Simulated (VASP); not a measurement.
HfO2:

```
CELL_PARAMETERS angstrom
3.28277 0.00000 0.00000
-1.64139 2.84297 0.00000
0.00000 0.00000 6.04767
ATOMIC_POSITIONS crystal
Hf 0.00000 0.00000 0.00000
O 0.33333 0.66667 0.16181
O 0.66667 0.33333 0.83819
```

| Quantity | Value |
| --- | --- |
| Program | VASP 6.6.1 |
| Task | relaxation of shape and atoms at fixed volume |
| Functional | PBE |
| Potentials or basis | VASP PAW PBE potentials, release 64 (Hf_pv, O) |
| Cutoff | 600 eV |
| k mesh | 12 × 12 × 6 |
| Occupations | gaussian, width 0.05 eV |
| Spin | no spin polarisation |

At the start: pressure -5.7 GPa; volume 18.81 Å³/atom.

Problem. How do energy, volume and symmetry change on relaxing?

Solution. Over 6 steps the energy falls by 13.0 meV/atom; space group P-3m1 (No. 164, to 0.1 Å) before and after.

Step by step:
| step | energy change (eV) | largest force (eV/Å) | pressure (GPa) | volume (Å³) |
| --- | --- | --- | --- | --- |
| 1 | 0.0000 | 0.5644 | -5.69 | 56.44 |
| 2 | -0.0324 | 0.1690 | -2.50 | 56.44 |
| 3 | -0.0378 | 0.0756 | -0.56 | 56.44 |
| 4 | -0.0378 | 0.0890 | -0.45 | 56.44 |
| 5 | -0.0391 | 0.0156 | -0.24 | 56.44 |
| 6 | -0.0391 | 0.0060 | -0.22 | 56.44 |

Final structure:
```cif
data_structure
_symmetry_space_group_name_H-M 'P 1'
_symmetry_Int_Tables_number 1
_cell_length_a 3.2400
_cell_length_b 3.2400
_cell_length_c 6.2085
_cell_angle_alpha 90.000
_cell_angle_beta 90.000
_cell_angle_gamma 120.000
_cell_volume 56.44
loop_
_atom_site_label
_atom_site_type_symbol
_atom_site_fract_x
_atom_site_fract_y
_atom_site_fract_z
_atom_site_occupancy
Hf1 Hf 0.00000 0.00000 0.00000 1
O1 O 0.33333 0.66667 0.15517 1
O2 O 0.66667 0.33333 0.84483 1
```

Where two steps share one volume, the run began anew on that cell with a basis built for it.
